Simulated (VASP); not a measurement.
Here is a VASP 6.6.1 calculation.

File INCAR:

```
SYSTEM = AlNi
PREC = Accurate
ENCUT = 520
EDIFF = 1E-6
ISMEAR = -1
SIGMA = 0.05
LREAL = .FALSE.
LASPH = .TRUE.
NELM = 150
ALGO = Normal
ISIF = 2
LWAVE = .FALSE.
LCHARG = .TRUE.
ISPIN = 2
MAGMOM = 1 0
LORBIT = 11
LMAXMIX = 4
GGA = CA
LELF = .TRUE.
LVHAR = .TRUE.
NBANDS = 18
```

File KPOINTS:

```
regular mesh
0
G
  11 11 7
  0 0 0
```

File POSCAR:

```
AlNi
1.0
    2.3458038479     -1.4220336112      0.0000000000
    2.3458038479      1.4220336112      0.0000000000
   -1.3830548326      0.0000000000      3.9569521865
Ni Al
1 1
Direct
    0.5000000000      0.5000000000      0.5000000000
    0.0000000000      0.0000000000      0.0000000000
```

Potentials or basis: VASP PAW LDA potentials, release 64 (Ni, Al).

Run with:

```sh
$ cat potpaw_LDA.64/Ni/POTCAR potpaw_LDA.64/Al/POTCAR > POTCAR
$ mpirun -np 1 vasp_std > vasp.out
```

Question: What does it give for the pressure?

Answer: -14.1 GPa.

Question: Estimate the net moment.

Answer: 0.00 μB per cell.

Stress tensor (GPa, compression positive):
```
-12.07   0.00  -0.74
  0.00 -13.71   0.00
 -0.74   0.00 -16.68
```

Caveat: the cell stands under tension; the moments typed at the start vanished in this run.
